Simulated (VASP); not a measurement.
Wanted: the native input for a VASP 6.6.1 run.

```
Task                   : single point
Functional             : r2SCAN
Potentials or basis    : VASP PAW PBE potentials, release 64 (C, La, Si)
Cutoff                 : 520 eV
k mesh                 : 4 × 4 × 2
Occupations            : methfessel-paxton, width 0.0102 eV
Spin                   : no spin polarisation
Hubbard terms          : La f U = 4.0 eV
Dipole correction      : no
Further INCAR settings : ALGO = Normal; EDIFF = 1e-06; NBANDS = 38
```

The system is LaSi2C2.

```
C La Si
1.0
     4.13985    0.00000    0.00000
     0.00000    4.13985    0.00000
     0.00000    0.00000    8.58311
C La Si
4 2 4
Direct
  0.17300 0.50000 0.25000
  0.50000 0.82700 0.75000
  0.82700 0.50000 0.25000
  0.50000 0.17300 0.75000
  0.00000 0.00000 0.00000
  0.00000 0.00000 0.50000
  0.50000 0.22600 0.25000
  0.22600 0.50000 0.75000
  0.50000 0.77400 0.25000
  0.77400 0.50000 0.75000
```

These files were run (other wordings do the same):

POSCAR

```
LaSi2C2
1.0
    4.1398480000      0.0000000000      0.0000000000
    0.0000000000      4.1398480000      0.0000000000
    0.0000000000      0.0000000000      8.5831060000
C La Si
4 2 4
Direct
    0.1730000000      0.5000000000      0.2500000000
    0.5000000000      0.8270000000      0.7500000000
    0.8270000000      0.5000000000      0.2500000000
    0.5000000000      0.1730000000      0.7500000000
    0.0000000000      0.0000000000      0.0000000000
    0.0000000000      0.0000000000      0.5000000000
    0.5000000000      0.2260000000      0.2500000000
    0.2260000000      0.5000000000      0.7500000000
    0.5000000000      0.7740000000      0.2500000000
    0.7740000000      0.5000000000      0.7500000000
```

INCAR.step1

```
PREC = Accurate ; ENCUT = 520
ISMEAR = 1 ; SIGMA = 0.0102
LREAL = False ; LASPH = True
NELM = 150 ; LMAXMIX = 6
LDAU = True ; LDAUTYPE = 2
LDAUL = -1 3 -1 ; LDAUU = 0 4 0
LDAUJ = 0 0 0 ; NBANDS = 38
GGA = PE ; ALGO = Normal
EDIFF = 1E-4 ; LWAVE = True
LCHARG = False
```

INCAR.step2

```
PREC = Accurate ; ENCUT = 520
EDIFF = 1E-6 ; ISMEAR = 1
SIGMA = 0.0102 ; LREAL = False
LASPH = True ; NELM = 150
ALGO = Normal ; ISIF = 2
LWAVE = False ; LCHARG = True
LMAXMIX = 6 ; LDAU = True
LDAUTYPE = 2 ; LDAUL = -1 3 -1
LDAUU = 0 4 0 ; LDAUJ = 0 0 0
LDAUPRINT = 1 ; METAGGA = R2SCAN
LMIXTAU = True ; LELF = True
LVHAR = True ; NBANDS = 38
ISTART = 1
```

KPOINTS

```
Automatic mesh
0
Gamma
  4 4 2
```

Potentials or basis: VASP PAW PBE potentials, release 64 (C, La, Si).

Run with:

```bash
$ cat potpaw_PBE.64/C/POTCAR potpaw_PBE.64/La/POTCAR potpaw_PBE.64/Si/POTCAR > POTCAR
$ cp INCAR.step1 INCAR
$ mpirun -np 1 vasp_std > vasp.out
$ cp INCAR.step2 INCAR
$ mpirun -np 1 vasp_std > vasp.out
```

Results of the run:

```
Pressure               : 25.4 GPa
Largest force          : 4.443 eV/Å
Band gap on the k mesh : zero (bands 27 and 28 overlap by 1.46 eV)
```

Caveat: the k points lie up to 0.38 Å⁻¹ apart, too coarse for converged energies and pressures of a metal; the PAW data sets were made with another functional, which shifts forces and pressure a little; spin-orbit coupling is left out, which moves the levels of the heavy elements; U without spin polarisation on a metal has little footing; the U is typed as a test and isn't derived for this compound.

It took 12 min on 1 thread of Oxide Virtual Turin-like Processor (shared host), peak memory 0.27 GiB.
